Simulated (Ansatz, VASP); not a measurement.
## Cd: VASP beside Ansatz

```
Cd
1.0
     2.94314    0.00000    0.00000
    -1.47157    2.54884    0.00000
     0.00000    0.00000    5.61595
Cd
2
Direct
  0.33333 0.66667 0.25000
  0.66667 0.33333 0.75000
```

Alike in both runs: functional PBEsol; k mesh 18 × 18 × 8; occupations gaussian, width 0.1 eV; no spin polarisation.

Ansatz relaxed the structure, and its values are those at the end. VASP's run is a single point on that final structure, the one shown.

```csv
,VASP,Ansatz
version,VASP 6.6.1,Ansatz 0.2.0
potentials or method,"VASP PAW PBE potentials, release 64 (Cd), cutoff 520 eV","scalar-relativistic, plane waves, PAW"
valence electrons in the cell,24,40
```

|  | VASP | Ansatz | Ansatz less VASP |
| --- | --- | --- | --- |
| gap on the k mesh at the Fermi level (eV) | none | none | - |
| pressure (GPa) | 0.4 | 0.0 | -0.43 |

VASP's potentials were made for PBE, not for PBEsol. A gap of «none» marks a metal or a gap that the smearing closes. VASP's potentials hold 24 valence electrons a cell and Ansatz's 40, so a difference there can come from the potentials and not from the codes.
